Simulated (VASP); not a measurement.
A run of VASP 6.6.1:

File INCAR:

```
SYSTEM = AlN
ALGO = Normal
EDIFF = 1E-6
EDIFFG = -0.01
ENCUT = 600
GGA = PE
IBRION = 2
ISIF = 4
ISMEAR = 0
LASPH = .TRUE.
LCHARG = .FALSE.
LREAL = .FALSE.
LWAVE = .FALSE.
NELM = 80
NSW = 50
PREC = Accurate
SIGMA = 0.02
```

Contents of KPOINTS:

```
k-points
0
G
  4 4 8
  0 0 0
```

POSCAR

```
AlN
1.0
    5.5162146769      0.0000000000      0.0000000000
    0.0000000000      5.5162146769      0.0000000000
    0.0000000000      0.0000000000      3.2050186777
Al N
4 4
Direct
    0.6766780462      0.6766780462      0.0000000000
    0.1766780462      0.8233219538      0.5000000000
    0.8233219538      0.1766780462      0.5000000000
    0.3233219538      0.3233219538      0.0000000000
    0.8163123018      0.8163123018      0.5000000000
    0.1836876982      0.1836876982      0.5000000000
    0.6836876982      0.3163123018      0.0000000000
    0.3163123018      0.6836876982      0.0000000000
```

Potentials or basis: VASP PAW PBE potentials, release 64 (Al, N).

Launch:

```bash
$ cat potpaw_PBE.64/Al/POTCAR potpaw_PBE.64/N/POTCAR > POTCAR
$ mpirun -np 1 vasp_std > vasp.out
```

Hardware: 1 thread of Intel Xeon 8259CL (shared host).

Question: How long does it take, and how much memory?

Answer: Run time: 3.9 min on 1 thread of Intel Xeon 8259CL (shared host), peak memory 0.27 GiB. Counts: scf iterations 28, k points 30, ion steps 4.
